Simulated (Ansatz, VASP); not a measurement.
**TiO in VASP and in Ansatz**

```
Ti O
1.0
     2.85161    0.00000    0.00000
    -1.42580    2.46956    0.00000
     0.00000    0.00000    5.56750
Ti O
2 2
Direct
  0.33333 0.66667 0.25000
  0.66667 0.33333 0.75000
  0.00000 0.00000 0.00000
  0.00000 0.00000 0.50000
```

Alike in both runs: task single point; functional PBEsol; k mesh 18 × 18 × 8; occupations fermi-dirac, width 0.05 eV; no spin polarisation.

|  | VASP | Ansatz |
| --- | --- | --- |
| version | VASP 6.6.1 | Ansatz 0.2.0 |
| potentials or method | VASP PAW PBE potentials, release 64 (Ti_sv, O), cutoff 520 eV | scalar-relativistic, plane waves, PAW |
| valence electrons in the cell | 36 | 36 |

```tsv
	VASP	Ansatz	Ansatz less VASP
gap on the k mesh at the Fermi level (eV)	none	none	-
pressure (GPa)	-9.3	-10.0	-0.67
traceless stress, the component that is largest in VASP (GPa)	-1.81	-1.89	-0.083
```

VASP's potentials were made for PBE, not for PBEsol. A gap of «none» marks a metal or a gap that the smearing closes.
